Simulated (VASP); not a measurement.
# ZrS2 in VASP: single point with PBE+D3(BJ)

Aim: the single point of ZrS2 with PBE+D3(BJ).

Program: VASP 6.6.1. These are calculated values, not measurements. Logs are shortened: lines on timing, memory, paths and dates and some standing lists are left out, and cuts for length are marked.

## (1) The cell of the first run

The cell holds a slab with vacuum, 3 atoms: a = 3.649 Å, b = 3.649 Å, c = 20.217 Å, α = 90.00°, β = 90.00°, γ = 120.00°.

## (2) Single point, PBE+D3(BJ)

Input file INCAR:

```
SYSTEM = ZrS2
  PREC = Accurate
  ENCUT = 400
  EDIFF = 1E-6
  ISMEAR = 0
  SIGMA = 0.05
  LREAL = .FALSE.
  LASPH = .TRUE.
  NELM = 120
  ALGO = Normal
  ISIF = 2
  LWAVE = .FALSE.
  LCHARG = .TRUE.
  LDIPOL = .TRUE.
  IDIPOL = 3
  DIPOL = 0.5 0.5 0.270
  GGA = PE
  IVDW = 12
  LELF = .TRUE.
  LVHAR = .TRUE.
  LVACPOTAV = .TRUE.
  NBANDS = 19
  GGA_COMPAT = .FALSE.
  NELMDL = -8
```

Input file KPOINTS:

```
Automatic mesh
0
G
  9 9 1
  0 0 0
```

Input file POSCAR:

```
ZrS2
1.0
    3.6488371695      0.0000000000      0.0000000000
   -1.8244185848      3.1599856830      0.0000000000
    0.0000000000      0.0000000000     20.2171510574
S Zr
2 1
Direct
    0.6666666667      0.3333333333      0.1978518135
    0.3333333333      0.6666666667      0.3421427202
    0.0000000000      0.0000000000      0.2699972668
```

Potentials or basis: VASP PAW PBE potentials, release 64 (S, Zr_sv).

Run with:

```console
$ cat potpaw_PBE.64/S/POTCAR potpaw_PBE.64/Zr_sv/POTCAR > POTCAR
$ mpirun -np 1 vasp_std > vasp.out
```

OUTCAR:

```text
SYSTEM = ZrS2
   PREC = Accurate
   ENCUT = 400
   EDIFF = 1E-6
   ISMEAR = 0
   LREAL = .FALSE.
   LASPH = .TRUE.
   NELM = 120
   ISIF = 2
   GGA = PE
   IVDW = 12
   NELMDL = -8
 IVDW          = 12

 ion  position               nearest neighbor table
   1  0.667  0.333  0.198-   3 2.56   3 2.56   3 2.56
   2  0.333  0.667  0.342-   3 2.56   3 2.56   3 2.56
   3  0.000  0.000  0.270-   1 2.56   1 2.56   1 2.56   2 2.56   2 2.56   2 2.56

  LATTYP: Found a hexagonal cell.
 ALAT       =     3.6488371695
 C/A-ratio  =     5.5407106753

  Lattice vectors:

 A1 = (   3.6488371695,   0.0000000000,   0.0000000000)
 A2 = (  -1.8244185848,   3.1599856830,   0.0000000000)
 A3 = (   0.0000000000,   0.0000000000,  20.2171510574)

Analysis of symmetry for initial positions (statically):
=====================================================================
 Subroutine PRICEL returns:
 Original cell was already a primitive cell.

 Routine SETGRP: Setting up the symmetry group for a
 hexagonal supercell.

 Subroutine GETGRP returns: Found 12 space group operations
 (whereof  6 operations were pure point group operations)
 out of a pool of 24 trial point group operations.

The static configuration has the point symmetry C_3v.
 The point group associated with its full space group is D_3d.

Analysis of symmetry for dynamics (positions and initial velocities):
=====================================================================
 Subroutine PRICEL returns:
 Original cell was already a primitive cell.

 Routine SETGRP: Setting up the symmetry group for a
 hexagonal supercell.

 Subroutine GETGRP returns: Found 12 space group operations
 (whereof  6 operations were pure point group operations)
 out of a pool of 24 trial point group operations.

The dynamic configuration has the point symmetry C_3v.
 The point group associated with its full space group is D_3d.

 Subroutine INISYM returns: Found 12 space group operations
 (whereof  6 operations are pure point group operations),
 and found     1 'primitive' translations

----------------------------------------------------------------------------------------

                                     Primitive cell

  volume of cell :     233.1093

  direct lattice vectors                    reciprocal lattice vectors
     3.648837170  0.000000000  0.000000000     0.274059914  0.158228565  0.000000000
    -1.824418585  3.159985683  0.000000000     0.000000000  0.316457130  0.000000000
     0.000000000  0.000000000 20.217151057     0.000000000  0.000000000  0.049462953

  length of vectors
     3.648837170  3.648837169 20.217151057     0.316457130  0.316457130  0.049462953

  position of ions in fractional coordinates (direct lattice)
     0.666666667  0.333333333  0.197851814
     0.333333333  0.666666667  0.342142720
     0.000000000  0.000000000  0.269997267

  ion indices of the primitive-cell ions
   primitive index   ion index
                 1           1
                 2           2
                 3           3

----------------------------------------------------------------------------------------

 KPOINTS: Automatic mesh

Automatic generation of k-mesh.
 Grid dimensions read from file:
 generate k-points for:    9    9    1

 Generating k-lattice:

  Cartesian coordinates                     Fractional coordinates (reciprocal lattice)
     0.030451102  0.017580952  0.000000000     0.111111111 -0.000000000  0.000000000
     0.000000000  0.035161903  0.000000000     0.000000000  0.111111111  0.000000000
     0.000000000  0.000000000  0.049462953     0.000000000  0.000000000  1.000000000

  Length of vectors
     0.035161903  0.035161903  0.049462953

  Shift w.r.t. Gamma in fractional coordinates (k-lattice)
     0.000000000  0.000000000  0.000000000

 Subroutine IBZKPT returns following result:
 ===========================================

 Found     12 irreducible k-points:

 Following reciprocal coordinates:
            Coordinates               Weight
  0.000000  0.000000  0.000000      1.000000
  0.111111  0.000000  0.000000      6.000000
  0.222222  0.000000  0.000000      6.000000
  0.333333 -0.000000  0.000000      6.000000
  0.444444  0.000000  0.000000      6.000000
  0.111111  0.111111  0.000000      6.000000
  0.222222  0.111111  0.000000     12.000000
  0.333333  0.111111  0.000000     12.000000
  0.444444  0.111111  0.000000      6.000000
  0.222222  0.222222  0.000000      6.000000
  0.333333  0.222222  0.000000     12.000000
  0.333333  0.333333  0.000000      2.000000
   k-points           NKPTS =     12   k-points in BZ     NKDIM =     12   number of bands    NBANDS=     19
   number of dos      NEDOS =    301   number of ions     NIONS =      3
   total plane-waves  NPLWV =  80640
   dimension x,y,z NGX =    24 NGY =   24 NGZ =  140
   dimension x,y,z NGXF=    48 NGYF=   48 NGZF=  280
   ions per type =               2   1
   NGX,Y,Z   is equivalent  to a cutoff of  10.93, 10.93, 11.51 a.u.
   NGXF,Y,Z  is equivalent  to a cutoff of  21.87, 21.87, 23.02 a.u.
 SYSTEM =  ZrS2
   PREC   = accura    normal or accurate (medium, high low for compatibility)
   ISTART =      0    job   : 0-new  1-cont  2-samecut
   ICHARG =      2    charge: 1-file 2-atom 10-const
   ISPIN  =      1    spin polarized calculation?
   LNONCOLLINEAR =      F non collinear calculations
   LSORBIT =      F    spin-orbit coupling
   LASPH  =      T    aspherical Exc in radial PAW
   ENCUT  =  400.0 eV  29.40 Ry    5.42 a.u.   5.95  5.95 32.97*2*pi/ulx,y,z
   NELM   =    120;   NELMIN=  2; NELMDL= -8     # of ELM steps
   EDIFF  = 0.1E-05   stopping-criterion for ELM
   LREAL  =      F    real-space projection
   EDIFFG = 0.1E-04   stopping-criterion for IOM
   NSW    =      0    number of steps for IOM
   IBRION =     -1    ionic relax: 0-MD 1-quasi-New 2-CG
   NFREE  =      0    steps in history (QN), initial steepest desc. (CG)
   ISIF   =      2    stress and relaxation
   ISYM   =      2    0-nonsym 1-usesym 2-fastsym
   POTIM  = 0.5000    time-step for ionic-motion
   TEBEG  =    0.0;   TEEND  =   0.0 temperature during run
   PSTRESS=    0.0 pullay stress
   NELECT =      24.0000    total number of electrons
   NUPDOWN=      -1.0000    fix difference up-down
   EMIN   =  10.00;   EMAX   =-10.00  energy-range for DOS
   EFERMI =   0.00;   METHOD = LEGACY
   ISMEAR =     0;   SIGMA  =   0.05  broadening in eV -4-tet -1-fermi 0-gaus
   EFERMI_NEDOS =   21; number of points for ismear=-14 and -15
   IALGO  =     38    algorithm
   IMIX   =      4    mixing-type and parameters
     AMIX     =   0.40;   BMIX     =  1.00
     AMIX_MAG =   1.60;   BMIX_MAG =  1.00
  volume/ion in A,a.u.               =      77.70       524.37
  Fermi-wavevector in a.u.,A,eV,Ry     =   0.767289  1.449965  8.010182  0.588732
  Thomas-Fermi vector in A             =   1.867812
   LORBIT       =      0    0 simple, 1 ext, 2 COOP (PROOUT), +10 PAW based schemes
   GGA     = PE    functional components
   LHFCALC =     F    Hartree Fock is set to
   AEXX    =    0.0000 exact exchange contribution
   IVDW    =    12    specifies the selected vdW correction
   LEPSILON=     F    determine dielectric tensor
   LRPA    =     F    only Hartree local field effects (RPA)
 non-spin polarized calculation
 Gauss-broadening in eV      SIGMA  =   0.05
  energy-cutoff  :      400.00
  volume of cell :      233.11
 maximum number of plane-waves:      4290
 NGX is ok and might be reduce to    24
   NGX = 11   NGY = 11   NGZ = 65

 dipolmoment           0.000000      0.000000      0.000076 electrons x Angstroem

 number of electron      24.0000006 magnetization

 dipolmoment           0.000000      0.000000     -0.000003 electrons x Angstroem

 Free energy of the ion-electron system (eV)
  ---------------------------------------------------
  ext. energy  EPLUGINS =         0.00000000
  ---------------------------------------------------
  free energy    TOTEN  =       -21.42583992 eV

  energy without entropy =      -21.42583992  energy(sigma->0) =      -21.42583992

 E-fermi :  -2.8731     XC(G=0):  -3.2639

 val. band max:       -3.2045298671   @ k =   0.0000   0.0000   0.0000
 cond. band min:      -2.0791309368   @ k =   0.4444   0.0000   0.0000
 fundamental gap:      1.1253989303
 Fermi energy:        -2.8730679151

 k-point     1 :       0.0000    0.0000    0.0000
  band No.  band energies     occupation
      1     -52.0627      2.00000
      2     -30.1303      2.00000
      3     -29.9705      2.00000
      4     -29.9705      2.00000
      5     -15.6406      2.00000
      6     -14.4924      2.00000
[... 11 lines left out ...]
     18       2.3310      0.00000
     19       2.8246      0.00000

 k-point     2 :       0.1111    0.0000    0.0000
  band No.  band energies     occupation
      1     -52.0603      2.00000
      2     -30.1232      2.00000
      3     -30.0034      2.00000
      4     -29.9775      2.00000
      5     -15.5144      2.00000
      6     -14.5099      2.00000
[... 11 lines left out ...]
     18       2.6741      0.00000
     19       3.0805      0.00000

 k-point     3 :       0.2222    0.0000    0.0000
  band No.  band energies     occupation
      1     -52.0543      2.00000
      2     -30.1063      2.00000
      3     -30.0845      2.00000
      4     -29.9953      2.00000
      5     -15.1878      2.00000
      6     -14.5462      2.00000
[... 11 lines left out ...]
     18       3.3740      0.00000
     19       3.6828      0.00000

 k-point     4 :       0.3333   -0.0000    0.0000
  band No.  band energies     occupation
      1     -52.0475      2.00000
      2     -30.1779      2.00000
      3     -30.0837      2.00000
      4     -30.0154      2.00000
      5     -14.8647      2.00000
      6     -14.5034      2.00000
[... 143 lines left out ...]
     18       4.6426      0.00000
     19       4.7242      0.00000

 k-point    11 :       0.3333    0.2222    0.0000
  band No.  band energies     occupation
      1     -52.0411      2.00000
      2     -30.2008      2.00000
      3     -30.0976      2.00000
      4     -30.0647      2.00000
      5     -14.5970      2.00000
      6     -14.3973      2.00000
[... 11 lines left out ...]
     18       4.7316      0.00000
     19       5.1405      0.00000

 k-point    12 :       0.3333    0.3333    0.0000
  band No.  band energies     occupation
      1     -52.0399      2.00000
      2     -30.1589      2.00000
      3     -30.1589      2.00000
      4     -30.0616      2.00000
      5     -14.4627      2.00000
      6     -14.4627      2.00000
[... 11 lines left out ...]
     18       5.4087      0.00000
     19       5.8898      0.00000

------------------------ aborting loop because EDIFF is reached ----------------------------------------

 Edisp (eV)   -0.73749

 E8    (eV) :    -0.3344

  FORCE on cell =-STRESS in cart. coord.  units (eV):
  Direction    XX          YY          ZZ          XY          YZ          ZX
  --------------------------------------------------------------------------------------
  -------------------------------------------------------------------------------------
  Total      -0.04097    -0.04097    -0.02389     0.00000     0.00000     0.00000
  in kB      -0.28156    -0.28156    -0.16418     0.00000     0.00000     0.00000
  external pressure =       -0.24 kB  Pullay stress =        0.00 kB

 VOLUME and BASIS-vectors are now :
 -----------------------------------------------------------------------------
  energy-cutoff  :      400.00
  volume of cell :      233.11
      direct lattice vectors                 reciprocal lattice vectors
     3.648837170  0.000000000  0.000000000     0.274059914  0.158228565  0.000000000
    -1.824418585  3.159985683  0.000000000     0.000000000  0.316457130  0.000000000
     0.000000000  0.000000000 20.217151057     0.000000000  0.000000000  0.049462953

 POSITION                                       TOTAL-FORCE (eV/Angst)
 -----------------------------------------------------------------------------------
      1.82442      1.05333      4.00000        -0.000000      0.000000     -0.008428
     -0.00000      2.10666      6.91715         0.000000     -0.000000      0.008428
      0.00000      0.00000      5.45858         0.000000      0.000000     -0.000000
 -----------------------------------------------------------------------------------
    total drift:                                0.000000      0.000000     -0.000068

  FREE ENERGIE OF THE ION-ELECTRON SYSTEM (eV)
  ---------------------------------------------------
  free  energy   TOTEN  =       -22.1633305019 eV

  energy  without entropy=      -22.1633305019  energy(sigma->0) =      -22.16333050

 vacuum level on the upper side and lower side of the slab         3.187         3.187
```

It took 59 s on 1 thread of Intel Xeon Platinum 8259CL at 2.50GHz (Skylake/Cascade Lake), shared host; peak memory 0.28 GiB.

What came out:

| Item | Value |
| --- | --- |
| Free energy | -22.1633 eV |
| Largest force | 0.008 eV/Å |
| Band gap on the k mesh | 1.13 eV (least direct gap 1.69 eV) |
| Dispersion energy per atom | -0.246 eV |

Forces on the atoms (eV/Å):
```
S    0.000  0.000 -0.008
S    0.000  0.000  0.008
Zr   0.000  0.000  0.000
```

Levels at points of the mesh, in eV from the valence-band top:
| k point | band 9 | band 10 | band 11 | band 12 | band 13 | band 14 | band 15 | band 16 |
| --- | --- | --- | --- | --- | --- | --- | --- | --- |
| (0.00, 0.00, 0.00) | -2.61 | -0.88 | 0.00 | 0.00 | 1.69 | 1.69 | 2.57 | 5.23 |
